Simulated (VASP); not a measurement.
Write the native input for VASP 6.6.1 that does the following.

```yaml
Task: relaxation of cell and atoms
Functional: LDA
Potentials_or_basis: VASP PAW LDA potentials, release 64 (Cd, S)
Cutoff: 600 eV
k_mesh: 9 × 9 × 4
Occupations: gaussian, width 0.02 eV
Spin: no spin polarisation
Dipole_correction: no
Further_INCAR_settings: ALGO = Normal; EDIFF = 1e-06; IBRION = 2; EDIFFG = -0.002; NSW = 100; ISIF = 3
```

The structure of CdS lies in POSCAR:

```
CdS
1.0
    4.1688381000      0.0000000000      0.0000000000
   -2.0844190500      3.6103197000      0.0000000000
    0.0000000000      0.0000000000      6.7796174100
Cd S
2 2
Direct
    0.6666666700      0.3333333300      0.5002243700
    0.3333333300      0.6666666700      0.0002243700
    0.6666666700      0.3333333300      0.8767756300
    0.3333333300      0.6666666700      0.3767756300
```

One way to write it, as run:

INCAR

```
SYSTEM = CdS
PREC = Accurate
ENCUT = 600
EDIFF = 1E-6
ISMEAR = 0
SIGMA = 0.02
LREAL = .FALSE.
LASPH = .TRUE.
NELM = 80
ALGO = Normal
ISIF = 3
LWAVE = .FALSE.
LCHARG = .FALSE.
GGA = CA
IBRION = 2
NSW = 100
EDIFFG = -0.002
```

KPOINTS

```
Automatic mesh
0
G
  9 9 4
  0 0 0
```

Potentials or basis: VASP PAW LDA potentials, release 64 (Cd, S).

Launch:

```console
$ cat potpaw_LDA.64/Cd/POTCAR potpaw_LDA.64/S/POTCAR > POTCAR
$ mpirun -np 1 vasp_std > vasp.out
```

It gave:

| Quantity | Value |
| --- | --- |
| Relaxed volume | 24.03 Å³/atom |
| Relaxed cell | a = 4.084 Å, b = 4.084 Å, c = 6.656 Å, α = 90.00°, β = 90.00°, γ = 120.00° |
| Space group after relaxing (to 0.1 Å) | P6_3mc (No. 186) |
| Energy gained by relaxing | 17.2 meV/atom |
| Ionic steps | 17 |
| Pressure after relaxing | 0.0 GPa |
| Band gap on the k mesh | 1.04 eV |

Wall time 7.8 min on 1 thread of Intel(R) Xeon(R) Platinum 8259CL CPU @ 2.50GHz (Skylake/Cascade Lake), with other jobs on the host, peak memory 0.27 GiB.
